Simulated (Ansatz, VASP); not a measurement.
## Si in VASP and in Ansatz

Contents of INCAR:

```
ALGO     = Normal         # electronic algorithm
EDIFF    = 1E-6           # SCF threshold, eV
ENCUT    = 520            # plane-wave cutoff, eV
ISIF     = 2              # what is computed and relaxed
ISMEAR   = -1             # smearing method
LASPH    = True           # aspherical terms in the spheres
LCHARG   = False          # write CHGCAR
LREAL    = False          # projectors in reciprocal space
LWAVE    = False          # write WAVECAR
NBANDS   = 16             # bands
NELM     = 60             # most SCF steps
PREC     = Accurate       # precision mode
SIGMA    = 0.05           # smearing width, eV
```

Contents of KPOINTS:

```
k-points
0
Gamma
  8 8 8
```

POSCAR

```
Si
1.0
   -3.2575590318      3.2575590318      1.8831422881
    3.2575590318     -3.2575590318      1.8831422881
    3.2575590318      3.2575590318     -1.8831422881
Si
4
Direct
    0.8211989400      0.1788010600      0.0000000000
    0.1788010600      0.8211989400      0.0000000000
    0.8211989400      0.8211989400      0.6423978800
    0.1788010600      0.1788010600      0.3576021200
```

The input input.yaml:

```yaml
crystal:
  lattice:
    - [-3.2575590318, 3.2575590318, 1.8831422881]
    - [3.2575590318, -3.2575590318, 1.8831422881]
    - [3.2575590318, 3.2575590318, -1.8831422881]
  atoms:
    - { symbol: Si, position: [0.82119894, 0.17880106, 0.0] }
    - { symbol: Si, position: [0.17880106, 0.82119894, 0.0] }
    - { symbol: Si, position: [0.82119894, 0.82119894, 0.64239788] }
    - { symbol: Si, position: [0.17880106, 0.17880106, 0.35760212] }
kpoints:
  mp_grid: { grid: [8, 8, 8] }
scf:
  occupations: { method: fermi_dirac, width: 0.05 }
hamiltonian:
  xc: lda
  pseudopotentials: { kind: all_electron, lapw: { basis_error: 0.002 } }
output:
  forces: true
  stress: true
  eigenvalues: true
```

Change from the starting cell: volume scaled by 0.94.

Alike in both runs: task single point; functional LDA; k mesh 8 × 8 × 8; occupations fermi-dirac, width 0.05 eV; no spin polarisation.

```csv
,VASP,Ansatz
version,VASP 6.6.1,Ansatz 0.2.0
potentials or method,"VASP PAW LDA potentials, release 64 (Si), cutoff 520 eV","all-electron LAPW, scalar-relativistic"
```

```csv
,VASP,Ansatz,Ansatz less VASP
gap on the k mesh at the Fermi level (eV),0.03,0.04,+0.010
least direct gap on the mesh (eV),0.21,0.22,+0.006
pressure (GPa),3.9,3.8,-0.11
"traceless stress, the component that is largest in VASP (GPa)",0.08,0.09,+0.011
rms of the force components (eV/Å),0.040,0.038,-0.0022
```

LDA's correlation is that of Perdew and Zunger in VASP and of Perdew and Wang (1992) in Ansatz. Atom by atom the forces differ by 0.002 eV/Å (rms over components). Ansatz ran all-electron here, and VASP with PAW potentials.
